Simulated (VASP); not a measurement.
# PtSe2 (P-3m1) in VASP: relaxation of shape and atoms at fixed volume with r2SCAN+D3(BJ)

Aim: the relaxation of shape and atoms at fixed volume of PtSe2 with r2SCAN+D3(BJ).

All numbers are computed with VASP 6.6.1; they aren't measurements. Logs are shortened: lines on timing, memory, paths and dates and some standing lists are left out, and cuts for length are marked.

## 1. The cell of the first run

The structure is trigonal, space group P-3m1 (No. 164). Conventional cell: a = 3.707 Å, b = 3.707 Å, c = 5.091 Å, α = 90.00°, β = 90.00°, γ = 120.00°. Pt (site symmetry -3m) has 6 Se at 2.49 Å within 3.3 Å. Within 3.4 Å of Se (site symmetry 3m) lie 3 Pt at 2.49 Å and 6 Se at 3.31 to 3.34 Å.

## 2. Relaxation of shape and atoms at fixed volume, r2SCAN+D3(BJ) (20.19 Å³/atom)

File POSCAR:

```
PtSe2
1.0
    3.7065252928      0.0000000000      0.0000000000
   -1.8532626464      3.2099450633      0.0000000000
    0.0000000000      0.0000000000      5.0908948385
Pt Se
1 2
Direct
    0.0000000000      0.0000000000      0.0000000000
    0.3333333333      0.6666666667      0.2519542746
    0.6666666667      0.3333333333      0.7480457254
```

File INCAR.step1:

```
SYSTEM = PtSe2
  ALGO = Normal
  EDIFF = 1E-4
  ENCUT = 600
  GGA = PE
  ISMEAR = 0
  LASPH = .TRUE.
  LCHARG = .FALSE.
  LREAL = .FALSE.
  LWAVE = .TRUE.
  NELM = 80
  PREC = Accurate
  SIGMA = 0.05
```

File INCAR.step2:

```
SYSTEM = PtSe2
  ALGO = Normal
  EDIFF = 1E-7
  EDIFFG = -0.01
  ENCUT = 600
  IBRION = 2
  ISIF = 4
  ISMEAR = 0
  ISTART = 1
  IVDW = 12
  LASPH = .TRUE.
  LCHARG = .FALSE.
  LMIXTAU = .TRUE.
  LREAL = .FALSE.
  LWAVE = .FALSE.
  METAGGA = R2SCAN
  NELM = 80
  NSW = 60
  PREC = Accurate
  SIGMA = 0.05
  VDW_A1 = 0.49484001
  VDW_A2 = 5.73083694
  VDW_S6 = 1.0
  VDW_S8 = 0.78981345
```

File KPOINTS:

```
k-points
0
G
  10 10 8
  0 0 0
```

Potentials or basis: VASP PAW PBE potentials, release 64 (Pt, Se).

The run is started by

```console
$ cat potpaw_PBE.64/Pt/POTCAR potpaw_PBE.64/Se/POTCAR > POTCAR
$ cp INCAR.step1 INCAR
$ mpirun -np 1 vasp_std > vasp.out
$ cp INCAR.step2 INCAR
$ mpirun -np 1 vasp_std > vasp.out
```

OUTCAR:

```text
SYSTEM = PtSe2
   EDIFF = 1E-7
   EDIFFG = -0.01
   ENCUT = 600
   IBRION = 2
   ISIF = 4
   ISMEAR = 0
   ISTART = 1
   IVDW = 12
   LASPH = .TRUE.
   LREAL = .FALSE.
   METAGGA = R2SCAN
   NELM = 80
   NSW = 60
   PREC = Accurate
 IVDW          = 12

 ion  position               nearest neighbor table
   1  0.000  0.000  0.000-   2 2.49   3 2.49   2 2.49   3 2.49   3 2.49   2 2.49
   2  0.333  0.667  0.252-   1 2.49   1 2.49   1 2.49
   3  0.667  0.333  0.748-   1 2.49   1 2.49   1 2.49

  LATTYP: Found a hexagonal cell.
 ALAT       =     3.7065252928
 C/A-ratio  =     1.3734952378

  Lattice vectors:

 A1 = (   3.7065252928,   0.0000000000,   0.0000000000)
 A2 = (  -1.8532626464,   3.2099450633,   0.0000000000)
 A3 = (   0.0000000000,   0.0000000000,   5.0908948385)

Analysis of symmetry for initial positions (statically):
=====================================================================
 Subroutine PRICEL returns:
 Original cell was already a primitive cell.

 Routine SETGRP: Setting up the symmetry group for a
 hexagonal supercell.

 Subroutine GETGRP returns: Found 12 space group operations
 (whereof 12 operations were pure point group operations)
 out of a pool of 24 trial point group operations.

The static configuration has the point symmetry D_3d.

Analysis of symmetry for dynamics (positions and initial velocities):
=====================================================================
 Subroutine PRICEL returns:
 Original cell was already a primitive cell.

 Routine SETGRP: Setting up the symmetry group for a
 hexagonal supercell.

 Subroutine GETGRP returns: Found 12 space group operations
 (whereof 12 operations were pure point group operations)
 out of a pool of 24 trial point group operations.

The dynamic configuration has the point symmetry D_3d.

 Subroutine INISYM returns: Found 12 space group operations
 (whereof 12 operations are pure point group operations),
 and found     1 'primitive' translations

----------------------------------------------------------------------------------------

                                     Primitive cell

  volume of cell :      60.5702

  direct lattice vectors                    reciprocal lattice vectors
     3.706525293  0.000000000  0.000000000     0.269794463  0.155765906  0.000000000
    -1.853262646  3.209945063  0.000000000     0.000000000  0.311531811  0.000000000
     0.000000000  0.000000000  5.090894838     0.000000000  0.000000000  0.196429121

  length of vectors
     3.706525293  3.706525293  5.090894838     0.311531811  0.311531811  0.196429121

  position of ions in fractional coordinates (direct lattice)
     0.000000000  0.000000000  0.000000000
     0.333333333  0.666666667  0.251954275
     0.666666667  0.333333333  0.748045725

  ion indices of the primitive-cell ions
   primitive index   ion index
                 1           1
                 2           2
                 3           3

----------------------------------------------------------------------------------------

 KPOINTS: k-points

Automatic generation of k-mesh.
 Grid dimensions read from file:
 generate k-points for:   10   10    8

 Generating k-lattice:

  Cartesian coordinates                     Fractional coordinates (reciprocal lattice)
     0.026979446  0.015576591  0.000000000     0.100000000  0.000000000  0.000000000
     0.000000000  0.031153181  0.000000000     0.000000000  0.100000000  0.000000000
     0.000000000  0.000000000  0.024553640     0.000000000  0.000000000  0.125000000

  Length of vectors
     0.031153181  0.031153181  0.024553640

  Shift w.r.t. Gamma in fractional coordinates (k-lattice)
     0.000000000  0.000000000  0.000000000

 Subroutine IBZKPT returns following result:
 ===========================================

 Found     94 irreducible k-points:

 Following reciprocal coordinates:
            Coordinates               Weight
  0.000000  0.000000  0.000000      1.000000
  0.100000 -0.000000  0.000000      6.000000
  0.200000 -0.000000  0.000000      6.000000
  0.300000 -0.000000  0.000000      6.000000
  0.400000  0.000000  0.000000      6.000000
  0.500000  0.000000  0.000000      3.000000
[... 16 lines left out ...]
  0.000000  0.400000  0.125000      6.000000
  0.500000  0.000000  0.125000      6.000000
 [... further k-points ...]
   k-points           NKPTS =     94   k-points in BZ     NKDIM =     94   number of bands    NBANDS=     15
   number of dos      NEDOS =    301   number of ions     NIONS =      3
   total plane-waves  NPLWV =  37800
   dimension x,y,z NGX =    30 NGY =   30 NGZ =   42
   dimension x,y,z NGXF=    60 NGYF=   60 NGZF=   84
   ions per type =               1   2
   NGX,Y,Z   is equivalent  to a cutoff of  13.46, 13.46, 13.72 a.u.
   NGXF,Y,Z  is equivalent  to a cutoff of  26.91, 26.91, 27.43 a.u.
 SYSTEM =  PtSe2
   PREC   = accura    normal or accurate (medium, high low for compatibility)
   ISTART =      1    job   : 0-new  1-cont  2-samecut
   ICHARG =      0    charge: 1-file 2-atom 10-const
   ISPIN  =      1    spin polarized calculation?
   LNONCOLLINEAR =      F non collinear calculations
   LSORBIT =      F    spin-orbit coupling
   LASPH  =      T    aspherical Exc in radial PAW
   ENCUT  =  600.0 eV  44.10 Ry    6.64 a.u.   7.40  7.40 10.17*2*pi/ulx,y,z
   NELM   =     80;   NELMIN=  2; NELMDL=  0     # of ELM steps
   EDIFF  = 0.1E-06   stopping-criterion for ELM
   LREAL  =      F    real-space projection
   EDIFFG = -.1E-01   stopping-criterion for IOM
   NSW    =     60    number of steps for IOM
   IBRION =      2    ionic relax: 0-MD 1-quasi-New 2-CG
   NFREE  =      1    steps in history (QN), initial steepest desc. (CG)
   ISIF   =      4    stress and relaxation
   ISYM   =      2    0-nonsym 1-usesym 2-fastsym
   POTIM  = 0.5000    time-step for ionic-motion
   TEBEG  =    0.0;   TEEND  =   0.0 temperature during run
   PSTRESS=    0.0 pullay stress
   NELECT =      22.0000    total number of electrons
   NUPDOWN=      -1.0000    fix difference up-down
   EMIN   =  10.00;   EMAX   =-10.00  energy-range for DOS
   EFERMI =   0.00;   METHOD = LEGACY
   ISMEAR =     0;   SIGMA  =   0.05  broadening in eV -4-tet -1-fermi 0-gaus
   EFERMI_NEDOS =   21; number of points for ismear=-14 and -15
   IALGO  =     38    algorithm
   IMIX   =      4    mixing-type and parameters
     AMIX     =   0.40;   BMIX     =  1.00
     AMIX_MAG =   1.60;   BMIX_MAG =  1.00
  volume/ion in A,a.u.               =      20.19       136.25
  Fermi-wavevector in a.u.,A,eV,Ry     =   1.168054  2.207302 18.563103  1.364350
  Thomas-Fermi vector in A             =   2.304546
   LORBIT       =      0    0 simple, 1 ext, 2 COOP (PROOUT), +10 PAW based schemes
   METAGGA = R2SCAN    functional components
   LHFCALC =     F    Hartree Fock is set to
   AEXX    =    0.0000 exact exchange contribution
   IVDW    =    12    specifies the selected vdW correction
   LEPSILON=     F    determine dielectric tensor
   LRPA    =     F    only Hartree local field effects (RPA)
 conjugate gradient relaxation of ions
 non-spin polarized calculation
 Gauss-broadening in eV      SIGMA  =   0.05
  energy-cutoff  :      600.00
  volume of cell :       60.57
 maximum number of plane-waves:      2055
 NGX is ok and might be reduce to    30
   NGX = 15   NGY = 15   NGZ = 21

--------------------------------------- Ionic step        1  -------------------------------------------

 number of electron      21.9999998 magnetization

 Free energy of the ion-electron system (eV)
  ---------------------------------------------------
  ext. energy  EPLUGINS =         0.00000000
  ---------------------------------------------------
  free energy    TOTEN  =       -81.42266093 eV

  energy without entropy =      -81.42220873  energy(sigma->0) =      -81.42243483

------------------------ aborting loop because EDIFF is reached ----------------------------------------

 Edisp (eV)   -0.67422

 E8    (eV) :    -0.2242

  FORCE on cell =-STRESS in cart. coord.  units (eV):
  Direction    XX          YY          ZZ          XY          YZ          ZX
  --------------------------------------------------------------------------------------
  -------------------------------------------------------------------------------------
  Total       1.42603     1.42603     1.01245     0.00000     0.00000     0.00000
  in kB      37.72086    37.72086    26.78089     0.00000     0.00000     0.00000
  external pressure =       34.07 kB  Pullay stress =        0.00 kB
[... 186 lines left out ...]
  energy  without entropy=      -82.1057679613  energy(sigma->0) =      -82.10609124

--------------------------------------- Ionic step        6  -------------------------------------------

 number of electron      22.0000003 magnetization

 Free energy of the ion-electron system (eV)
  ---------------------------------------------------
  ext. energy  EPLUGINS =         0.00000000
  ---------------------------------------------------
  free energy    TOTEN  =       -81.43198724 eV

  energy without entropy =      -81.43131269  energy(sigma->0) =      -81.43164997

 E-fermi :   6.4141     XC(G=0): -11.3179

 val. band max:        6.3640346339   @ k =   0.1000  -0.0000   0.0000
 cond. band min:       6.4492964643   @ k =  -0.2000   0.5000   0.1250
 fundamental gap:      0.0852618303
 Fermi energy:         6.4141424022

 k-point     1 :       0.0000    0.0000    0.0000
  band No.  band energies     occupation
      1      -9.9196      2.00000
      2      -6.9583      2.00000
      3      -1.1059      2.00000
      4      -0.2629      2.00000
      5      -0.2629      2.00000
      6       2.1901      2.00000
      7       2.1901      2.00000
      8       3.5911      2.00000
      9       5.2086      2.00000
     10       5.2086      2.00000
     11       6.8567      0.00000
     12       7.7155      0.00000
     13       7.7155      0.00000
     14      10.3186      0.00000
     15      11.0476      0.00000
[... 397 lines left out ...]
 k-point    24 :       0.5000    0.0000    0.1250
  band No.  band energies     occupation
      1      -8.0740      2.00000
      2      -7.8480      2.00000
      3      -1.2105      2.00000
      4       0.3727      2.00000
      5       0.6929      2.00000
      6       1.9607      2.00000
      7       2.5014      2.00000
      8       2.6700      2.00000
      9       2.7693      2.00000
     10       2.8443      2.00000
     11       3.4776      2.00000
     12       7.2749      0.00000
     13       8.5378      0.00000
     14      11.2307      0.00000
     15      12.2454      0.00000

 [... further k-points ...]

------------------------ aborting loop because EDIFF is reached ----------------------------------------

 Edisp (eV)   -0.67458

 E8    (eV) :    -0.2244

  FORCE on cell =-STRESS in cart. coord.  units (eV):
  Direction    XX          YY          ZZ          XY          YZ          ZX
  --------------------------------------------------------------------------------------
  -------------------------------------------------------------------------------------
  Total       0.41665     0.41665     0.41659     0.00000    -0.00000    -0.00000
  in kB      11.02106    11.02106    11.01940     0.00000    -0.00000    -0.00000
  external pressure =       11.02 kB  Pullay stress =        0.00 kB
[... 18 lines left out ...]
  FREE ENERGIE OF THE ION-ELECTRON SYSTEM (eV)
  ---------------------------------------------------
  free  energy   TOTEN  =       -82.1065660006 eV

  energy  without entropy=      -82.1058914525  energy(sigma->0) =      -82.10622873

 reached required accuracy - stopping structural energy minimisation
```

Run time: 13 min. Hardware: 1 thread of Intel Xeon 6975P-C (Granite Rapids), shared host; peak memory 0.3 GiB.

Results:

* Free energy: -82.1066 eV
* Energy gained by relaxing: 3.2 meV/atom
* Ionic steps: 6
* Pressure after relaxing: 1.1 GPa
* Band gap on the k mesh: zero (bands 11 and 12 overlap by 0.53 eV)
* Dispersion energy per atom: -0.225 eV

Step by step:
```csv
step,energy change (eV),largest force (eV/Å),pressure (GPa),volume (Å³)
1,0.0000,0.2674,3.41,60.57
2,-0.0065,0.1114,2.36,60.57
3,-0.0087,0.0646,1.17,60.57
4,-0.0087,0.0449,1.30,60.57
5,-0.0095,0.0185,1.18,60.57
6,-0.0097,0.0012,1.10,60.57
```

Final structure:
```
CELL_PARAMETERS angstrom
3.73573 0.00000 0.00000
-1.86787 3.23524 0.00000
0.00000 0.00000 5.01160
ATOMIC_POSITIONS crystal
Pt 0.00000 0.00000 0.00000
Se 0.33333 0.66667 0.25682
Se 0.66667 0.33333 0.74318
```

Caveat: the PAW data sets were made with another functional, which shifts forces and pressure a little; spin-orbit coupling is left out, which moves the levels of the heavy elements.

The gap in the log of VASP goes by the Fermi energy; the results here count the filled bands.